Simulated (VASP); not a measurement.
Write the native input for VASP 6.6.1 that does the following.

* Task: single point
* Functional: PBE
* Potentials or basis: VASP PAW PBE potentials, release 64 (Ge_d)
* Cutoff: 500 eV
* k mesh: 10 × 10 × 10
* Occupations: gaussian, width 0.1 eV
* Spin: no spin polarisation
* Dipole correction: no
* Further INCAR settings: ALGO = Normal; EDIFF = 1e-06; NBANDS = 13

The structure of Ge lies in POSCAR:

```
Ge
1.0
    0.0000000000      2.0983605250      2.0983605250
    2.0983605250      0.0000000000      2.0983605250
    2.0983605250      2.0983605250      0.0000000000
Ge
1
Direct
    0.2090000000      0.9750000000      0.7670000000
```

One way to write it, as run:

INCAR

```
SYSTEM = Ge
PREC     = Accurate       ! precision mode
ENCUT    = 500            ! plane-wave cutoff, eV
EDIFF    = 1E-6           ! SCF threshold, eV
ISMEAR   = 0              ! smearing method
SIGMA    = 0.1            ! smearing width, eV
LREAL    = .False.        ! projectors in reciprocal space
LASPH    = .True.         ! aspherical terms in the spheres
NELM     = 120            ! most SCF steps
ALGO     = Normal         ! electronic algorithm
ISIF     = 2              ! what is computed and relaxed
LWAVE    = .False.        ! write WAVECAR
LCHARG   = .False.        ! write CHGCAR
GGA      = PE             ! functional
NBANDS   = 13             ! bands
GGA_COMPAT= .False.
```

KPOINTS

```
regular mesh
0
Gamma
  10 10 10
  0 0 0
```

Potentials or basis: VASP PAW PBE potentials, release 64 (Ge_d).

Run with:

```sh
$ cat potpaw_PBE.64/Ge_d/POTCAR > POTCAR
$ mpirun -np 1 vasp_std > vasp.out
```

Results of the run:

- Pressure: 3.7 GPa
- Band gap on the k mesh: zero (band 7 reaches 16.23 eV, above the bottom of band 8 at 4.69 eV)

Run time: 9.1 s on 1 thread of AMD EPYC 7R43 64-Core Processor (Zen 3) (shared host), peak memory 0.1 GiB.
